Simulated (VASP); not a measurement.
# Si3As2 (P-3m1) in VASP: further runs

Si3As2 is run at these levels: r2SCAN; tasks: single point.

Program: VASP 6.6.1. These are calculated values, not measurements. Logs are shortened: lines on timing, memory, paths and dates and some standing lists are left out, and cuts for length are marked.

## 1. The cell of the first run

It takes space group P-3m1 (No. 164, trigonal). Conventional cell: a = 3.971 Å, b = 3.971 Å, c = 6.178 Å, α = 90.00°, β = 90.00°, γ = 120.00°. Si (site symmetry -3m) has 6 As at 2.75 Å and 6 Si at 3.17 Å within 3.6 Å. Si (site symmetry 3m) has 4 As at 2.39 to 2.47 Å and 6 Si at 2.91 to 3.17 Å within 3.2 Å. As (site symmetry 3m) has 7 Si at 2.39 to 2.75 Å within 3.2 Å.

## 2. Single point, r2SCAN

Contents of POSCAR:

```
Si3As2
1.0
    3.9707491893      0.0000000000      0.0000000000
   -1.9853745946      3.4387696699      0.0000000000
    0.0000000000      0.0000000000      6.1778407437
Si As
3 2
Direct
    0.0000000000      0.0000000000      0.0000000000
    0.3333333333      0.6666666667      0.6450000000
    0.6666666667      0.3333333333      0.3550000000
    0.3333333333      0.6666666667      0.2450000000
    0.6666666667      0.3333333333      0.7550000000
```

Contents of INCAR.step1:

```
  PREC = Accurate
  ENCUT = 520
  ISMEAR = 0
  SIGMA = 0.1
  LREAL = False
  LASPH = True
  NELM = 60
  NBANDS = 19
  GGA = PE
  ALGO = Normal
  EDIFF = 1E-4
  LWAVE = True
  LCHARG = False
```

Contents of INCAR.step2:

```
  PREC = Accurate
  ENCUT = 520
  EDIFF = 1E-6
  ISMEAR = 0
  SIGMA = 0.1
  LREAL = False
  LASPH = True
  NELM = 60
  ALGO = Normal
  ISIF = 2
  LWAVE = False
  LCHARG = True
  METAGGA = R2SCAN
  LMIXTAU = True
  LELF = True
  LVHAR = True
  NBANDS = 19
  ISTART = 1
```

Contents of KPOINTS:

```
Automatic mesh
0
Gamma
  6 6 4
```

Potentials or basis: VASP PAW PBE potentials, release 64 (Si, As).

Launch:

```sh
> cat potpaw_PBE.64/Si/POTCAR potpaw_PBE.64/As/POTCAR > POTCAR
> cp INCAR.step1 INCAR
> mpirun -np 1 vasp_std > vasp.out
> cp INCAR.step2 INCAR
> mpirun -np 1 vasp_std > vasp.out
```

OUTCAR:

```text
PREC = Accurate
   ENCUT = 520
   EDIFF = 1E-6
   ISMEAR = 0
   LREAL = False
   LASPH = True
   NELM = 60
   ISIF = 2
   METAGGA = R2SCAN
   ISTART = 1

 ion  position               nearest neighbor table
   1  0.000  0.000  0.000-   4 2.75   5 2.75   4 2.75   5 2.75   5 2.75   4 2.75
   2  0.333  0.667  0.645-   5 2.39   5 2.39   5 2.39   4 2.47   3 2.91   3 2.91   3 2.91
   3  0.667  0.333  0.355-   4 2.39   4 2.39   4 2.39   5 2.47   2 2.91   2 2.91   2 2.91
   4  0.333  0.667  0.245-   3 2.39   3 2.39   3 2.39   2 2.47   1 2.75   1 2.75   1 2.75
   5  0.667  0.333  0.755-   2 2.39   2 2.39   2 2.39   3 2.47   1 2.75   1 2.75   1 2.75

  LATTYP: Found a hexagonal cell.
 ALAT       =     3.9707491893
 C/A-ratio  =     1.5558375634

  Lattice vectors:

 A1 = (   3.9707491893,   0.0000000000,   0.0000000000)
 A2 = (  -1.9853745946,   3.4387696699,   0.0000000000)
 A3 = (   0.0000000000,   0.0000000000,   6.1778407437)

Analysis of symmetry for initial positions (statically):
=====================================================================
 Subroutine PRICEL returns:
 Original cell was already a primitive cell.

 Routine SETGRP: Setting up the symmetry group for a
 hexagonal supercell.

 Subroutine GETGRP returns: Found 12 space group operations
 (whereof 12 operations were pure point group operations)
 out of a pool of 24 trial point group operations.

The static configuration has the point symmetry D_3d.

Analysis of symmetry for dynamics (positions and initial velocities):
=====================================================================
 Subroutine PRICEL returns:
 Original cell was already a primitive cell.

 Routine SETGRP: Setting up the symmetry group for a
 hexagonal supercell.

 Subroutine GETGRP returns: Found 12 space group operations
 (whereof 12 operations were pure point group operations)
 out of a pool of 24 trial point group operations.

The dynamic configuration has the point symmetry D_3d.

 Subroutine INISYM returns: Found 12 space group operations
 (whereof 12 operations are pure point group operations),
 and found     1 'primitive' translations

----------------------------------------------------------------------------------------

                                     Primitive cell

  volume of cell :      84.3553

  direct lattice vectors                    reciprocal lattice vectors
[... 93 lines left out ...]
   LREAL  =      F    real-space projection
   EDIFFG = 0.1E-04   stopping-criterion for IOM
   NSW    =      0    number of steps for IOM
   IBRION =     -1    ionic relax: 0-MD 1-quasi-New 2-CG
   NFREE  =      0    steps in history (QN), initial steepest desc. (CG)
   ISIF   =      2    stress and relaxation
   ISYM   =      2    0-nonsym 1-usesym 2-fastsym
   POTIM  = 0.5000    time-step for ionic-motion
   TEBEG  =    0.0;   TEEND  =   0.0 temperature during run
   PSTRESS=    0.0 pullay stress
   NELECT =      22.0000    total number of electrons
   NUPDOWN=      -1.0000    fix difference up-down
   EMIN   =  10.00;   EMAX   =-10.00  energy-range for DOS
   EFERMI =   0.00;   METHOD = LEGACY
   ISMEAR =     0;   SIGMA  =   0.10  broadening in eV -4-tet -1-fermi 0-gaus
   EFERMI_NEDOS =   21; number of points for ismear=-14 and -15
   IALGO  =     38    algorithm
   IMIX   =      4    mixing-type and parameters
     AMIX     =   0.40;   BMIX     =  1.00
     AMIX_MAG =   1.60;   BMIX_MAG =  1.00
  volume/ion in A,a.u.               =      16.87       113.85
  Fermi-wavevector in a.u.,A,eV,Ry     =   1.045952  1.976562 14.884978  1.094015
  Thomas-Fermi vector in A             =   2.180769
   LORBIT       =      0    0 simple, 1 ext, 2 COOP (PROOUT), +10 PAW based schemes
   METAGGA = R2SCAN    functional components
   LHFCALC =     F    Hartree Fock is set to
   AEXX    =    0.0000 exact exchange contribution
   IVDW    =     0    specifies the selected vdW correction
   LEPSILON=     F    determine dielectric tensor
   LRPA    =     F    only Hartree local field effects (RPA)
 non-spin polarized calculation
 Gauss-broadening in eV      SIGMA  =   0.10
  energy-cutoff  :      520.00
  volume of cell :       84.36
 maximum number of plane-waves:      2297
 NGX is ok and might be reduce to    30
   NGX = 15   NGY = 15   NGZ = 23

 number of electron      21.9999998 magnetization

 Free energy of the ion-electron system (eV)
  ---------------------------------------------------
  ext. energy  EPLUGINS =         0.00000000
  ---------------------------------------------------
  free energy    TOTEN  =       -51.33435229 eV

  energy without entropy =      -51.32899997  energy(sigma->0) =      -51.33167613

 E-fermi :   8.3594     XC(G=0): -11.2338

 val. band max:        8.3514639018   @ k =   0.1667   0.1667   0.5000
 cond. band min:       8.3925115305   @ k =   0.0000   0.0000   0.0000
 fundamental gap:      0.0410476287
 Fermi energy:         8.3593850680

 k-point     1 :       0.0000    0.0000    0.0000
  band No.  band energies     occupation
      1      -8.0859      2.00000
      2      -5.5659      2.00000
      3      -2.0990      2.00000
      4       3.6614      2.00000
      5       3.6614      2.00000
      6       4.3711      2.00000
[... 505 lines left out ...]
      6       0.4332      2.00000
[... 11 lines left out ...]
     18      13.8451      0.00000
     19      16.4687      0.00000

------------------------ aborting loop because EDIFF is reached ----------------------------------------

  FORCE on cell =-STRESS in cart. coord.  units (eV):
  Direction    XX          YY          ZZ          XY          YZ          ZX
  --------------------------------------------------------------------------------------
  -------------------------------------------------------------------------------------
  Total        9.1798032      9.1798032      4.3267745      0.0000000      0.0000000      0.0000000
  in kB      174.3539149    174.3539149     82.1793290      0.0000000      0.0000000      0.0000000
  external PRESSURE =     143.6290529 kB  Pullay stress =       0.0000000 kB

 VOLUME and BASIS-vectors are now :
 -----------------------------------------------------------------------------
  energy-cutoff  :      520.00
  volume of cell :       84.36
      direct lattice vectors                 reciprocal lattice vectors
     3.970749189  0.000000000  0.000000000     0.251841643  0.145400840  0.000000000
    -1.985374595  3.438769670  0.000000000     0.000000000  0.290801681  0.000000000
     0.000000000  0.000000000  6.177840744     0.000000000  0.000000000  0.161868854

 POSITION                                       TOTAL-FORCE (eV/Angst)
 -----------------------------------------------------------------------------------
      0.00000      0.00000      0.00000         0.000000      0.000000      0.000000
     -0.00000      2.29251      3.98471         0.000000     -0.000000     -0.429878
      1.98537      1.14626      2.19313        -0.000000      0.000000      0.429878
     -0.00000      2.29251      1.51357         0.000000     -0.000000     -1.220601
      1.98537      1.14626      4.66427         0.000000      0.000000      1.220601
 -----------------------------------------------------------------------------------
    total drift:                                0.000000      0.000000     -0.000000

  FREE ENERGIE OF THE ION-ELECTRON SYSTEM (eV)
  ---------------------------------------------------
  free  energy   TOTEN  =       -51.3343522854 eV

  energy  without entropy=      -51.3289999694  energy(sigma->0) =      -51.33167613
```

OSZICAR.step1:

```text
N       E                     dE             d eps       ncg     rms          rms(c)
DAV:   1     0.542965316827E+02    0.54297E+02   -0.88809E+03   912   0.962E+02
DAV:   2    -0.180976365719E+02   -0.72394E+02   -0.69974E+02  1116   0.149E+02
DAV:   3    -0.219212667823E+02   -0.38236E+01   -0.37594E+01  1212   0.311E+01
DAV:   4    -0.219621908425E+02   -0.40924E-01   -0.40845E-01  1154   0.349E+00
DAV:   5    -0.219625921931E+02   -0.40135E-03   -0.40129E-03  1178   0.357E-01    0.691E+00
DAV:   6    -0.218814383241E+02    0.81154E-01   -0.10285E-01  1108   0.157E+00    0.413E+00
DAV:   7    -0.218502459975E+02    0.31192E-01   -0.46634E-02  1064   0.107E+00    0.541E-01
DAV:   8    -0.218494803312E+02    0.76567E-03   -0.17773E-03  1190   0.244E-01    0.135E-01
DAV:   9    -0.218494198074E+02    0.60524E-04   -0.58547E-04  1042   0.113E-01
   1 F= -.21849420E+02 E0= -.21846595E+02  d E =-.564999E-02
```

Wall time 60 s (1 thread of Intel Xeon 6975P-C (Granite Rapids), shared host); peak memory 0.22 GiB.

What came out:

```
Free energy            : -51.3344 eV
Pressure               : 14.4 GPa
Largest force          : 1.221 eV/Å
Band gap on the k mesh : zero (bands 11 and 12 overlap by 2.79 eV)
```

Forces on the atoms (eV/Å):
```
Si   0.000  0.000  0.000
Si   0.000  0.000 -0.430
Si   0.000  0.000  0.430
As   0.000  0.000 -1.221
As   0.000  0.000  1.221
```

Stress tensor (GPa, compression positive):
```
17.44  0.00  0.00
 0.00 17.44  0.00
 0.00  0.00  8.22
```

Caveat: the cell stands under pressure; the PAW data sets were made with another functional, which shifts forces and pressure a little.

## 3. Single point, r2SCAN

This run uses another cell than the first one, of 18.59 Å³/atom.

Contents of POSCAR:

```
Si3As2
1.0
    4.4913312938      0.0000000000      0.0000000000
   -2.2456656469      3.8896069972      0.0000000000
    0.0000000000      0.0000000000      5.3201974057
Si As
3 2
Direct
    0.0000000000      0.0000000000      0.0000000000
    0.3333333333      0.6666666667      0.7758044530
    0.6666666667      0.3333333333      0.2241955470
    0.3333333333      0.6666666667      0.2533024989
    0.6666666667      0.3333333333      0.7466975011
```

Contents of INCAR.step1:

```
ALGO = Normal
EDIFF = 1E-4
ENCUT = 520
GGA = PE
ISMEAR = 0
LASPH = True
LCHARG = False
LREAL = False
LWAVE = True
NBANDS = 19
NELM = 100
PREC = Accurate
SIGMA = 0.1
```

Contents of INCAR.step2:

```
ALGO = Normal
EDIFF = 1E-6
ENCUT = 520
ISIF = 2
ISMEAR = 0
ISTART = 1
LASPH = True
LCHARG = False
LMIXTAU = True
LREAL = False
LWAVE = False
METAGGA = R2SCAN
NBANDS = 19
NELM = 100
PREC = Accurate
SIGMA = 0.1
```

Contents of KPOINTS:

```
k-points
0
Gamma
  6 6 4
```

Potentials or basis: VASP PAW PBE potentials, release 64 (Si, As).

Launch:

```sh
> cat potpaw_PBE.64/Si/POTCAR potpaw_PBE.64/As/POTCAR > POTCAR
> cp INCAR.step1 INCAR
> mpirun -np 1 vasp_std > vasp.out
> cp INCAR.step2 INCAR
> mpirun -np 1 vasp_std > vasp.out
```

Run time: 58 s. Hardware: 1 thread of Intel Xeon 6975P-C (Granite Rapids), shared host; peak memory 0.24 GiB.

The run converged. Its results:

```yaml
Free_energy: -52.8059 eV
Pressure: 0.1 GPa
Largest_force: 0.019 eV/Å
Band_gap_on_the_k_mesh: zero (bands 11 and 12 overlap by 3.58 eV)
```

Forces on the atoms (eV/Å):
```
Si   0.000  0.000  0.000
Si   0.000  0.000 -0.005
Si   0.000  0.000  0.005
As   0.000  0.000 -0.019
As   0.000  0.000  0.019
```

Stress tensor (GPa, compression positive):
```
 0.35  0.00  0.00
 0.00  0.35  0.00
 0.00  0.00 -0.29
```

Levels at points of the mesh, in eV from the Fermi level:
| k point | band 9 | band 10 | band 11 | band 12 | band 13 | band 14 |
| --- | --- | --- | --- | --- | --- | --- |
| (0.00, 0.00, 0.00) | -3.36 | -1.68 | -1.48 | -1.48 | -1.48 | 1.91 |
| (0.50, 0.00, 0.00) | -2.84 | -1.44 | 0.57 | 1.19 | 2.33 | 3.18 |
| (0.00, 0.00, 0.50) | -3.47 | -2.54 | -2.54 | -1.97 | -1.57 | 0.70 |
| (0.50, 0.00, 0.50) | -0.80 | -0.75 | 0.61 | 1.50 | 2.73 | 2.99 |

Caveat: the PAW data sets were made with another functional, which shifts forces and pressure a little.
